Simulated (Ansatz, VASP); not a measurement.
## CdF2 in VASP and in Ansatz

The input INCAR:

```
PREC     = Accurate       # precision mode
ENCUT    = 520            # plane-wave cutoff, eV
EDIFF    = 1E-7           # SCF threshold, eV
ISMEAR   = -1             # smearing method
SIGMA    = 0.05           # smearing width, eV
LREAL    = False          # projectors in reciprocal space
LASPH    = True           # aspherical terms in the spheres
NELM     = 100            # most SCF steps
ALGO     = Normal         # electronic algorithm
ISIF     = 2              # what is computed and relaxed
LWAVE    = False          # write WAVECAR
LCHARG   = False          # write CHGCAR
GGA      = PS             # functional
NBANDS   = 20             # bands
```

File KPOINTS:

```
regular mesh
0
Gamma
  9 9 9
```

File POSCAR:

```
CdF2
1.0
    0.0000000000      2.7468369436      2.7468369436
    2.7468369436      0.0000000000      2.7468369436
    2.7468369436      2.7468369436      0.0000000000
Cd F
1 2
Direct
    0.0000000000      0.0000000000      0.0000000000
    0.7500000000      0.7500000000      0.7500000000
    0.2500000000      0.2500000000      0.2500000000
```

input.yaml

```yaml
crystal:
  lattice:
    - [0.0, 2.7468369436, 2.7468369436]
    - [2.7468369436, 0.0, 2.7468369436]
    - [2.7468369436, 2.7468369436, 0.0]
  atoms:
    - { symbol: Cd, position: [0.0, 0.0, 0.0] }
    - { symbol: F, position: [0.75, 0.75, 0.75] }
    - { symbol: F, position: [0.25, 0.25, 0.25] }
kpoints:
  mp_grid: { grid: [9, 9, 9] }
scf:
  occupations: { method: fermi_dirac, width: 0.05 }
hamiltonian:
  xc: pbesol
  pseudopotentials: { kind: all_electron, lapw: { basis_error: 0.002 } }
output:
  forces: true
  stress: true
  eigenvalues: true
```

Change from the starting cell: volume scaled by 1.06.

Alike in both runs: task single point; functional PBEsol; k mesh 9 × 9 × 9; occupations fermi-dirac, width 0.05 eV; no spin polarisation.

|  | VASP | Ansatz |
| --- | --- | --- |
| version | VASP 6.6.1 | Ansatz 0.2.0 |
| potentials or method | VASP PAW PBE potentials, release 64 (Cd, F), cutoff 520 eV | all-electron LAPW, scalar-relativistic |

```csv
,VASP,Ansatz,Ansatz less VASP
gap on the k mesh at the Fermi level (eV),2.74,2.76,+0.023
least direct gap on the mesh (eV),3.27,3.29,+0.024
pressure (GPa),-5.1,-5.7,-0.54
```

VASP's potentials were made for PBE, not for PBEsol. Ansatz ran all-electron here, and VASP with PAW potentials.
